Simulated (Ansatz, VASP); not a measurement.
# Sr in VASP and in Ansatz

The input INCAR:

```
  PREC = Accurate
  ENCUT = 520
  EDIFF = 1E-6
  ISMEAR = 0
  SIGMA = 0.1
  LREAL = F
  LASPH = T
  NELM = 60
  ALGO = Normal
  ISIF = 2
  LWAVE = F
  LCHARG = F
  GGA = PE
  NBANDS = 11
```

Contents of KPOINTS:

```
Automatic mesh
0
Gamma
  12 12 12
```

File POSCAR:

```
Sr
1.0
   -2.4647700000      2.4647700000      2.4647700000
    2.4647700000     -2.4647700000      2.4647700000
    2.4647700000      2.4647700000     -2.4647700000
Sr
1
Direct
    0.0000000000      0.0000000000      0.0000000000
```

Input for Ansatz:

```yaml
crystal:
  lattice:
    - [-2.46477, 2.46477, 2.46477]
    - [2.46477, -2.46477, 2.46477]
    - [2.46477, 2.46477, -2.46477]
  atoms:
    - { symbol: Sr, position: [0.0, 0.0, 0.0] }
basis:
  ecutwfc: 420
kpoints:
  mp_grid: { grid: [12, 12, 12] }
hamiltonian:
  xc: pbe
scf:
  occupations: { method: gaussian, width: 0.1 }
output:
  forces: true
  stress: true
  eigenvalues: true
```

Alike in both runs: task single point; functional PBE; k mesh 12 × 12 × 12; occupations gaussian, width 0.1 eV; no spin polarisation.

|  | VASP | Ansatz |
| --- | --- | --- |
| version | VASP 6.6.1 | Ansatz 0.2.0 |
| potentials or method | VASP PAW PBE potentials, release 64 (Sr_sv), cutoff 520 eV | scalar-relativistic, plane waves, PAW |
| valence electrons in the cell | 10 | 10 |

|  | VASP | Ansatz | Ansatz less VASP |
| --- | --- | --- | --- |
| gap on the k mesh at the Fermi level (eV) | none | none | - |
| pressure (GPa) | -1.0 | -1.0 | 0.00 |

A gap of «none» marks a metal or a gap that the smearing closes. The functional is the same, so the differences come from potentials, cutoffs and numerics.
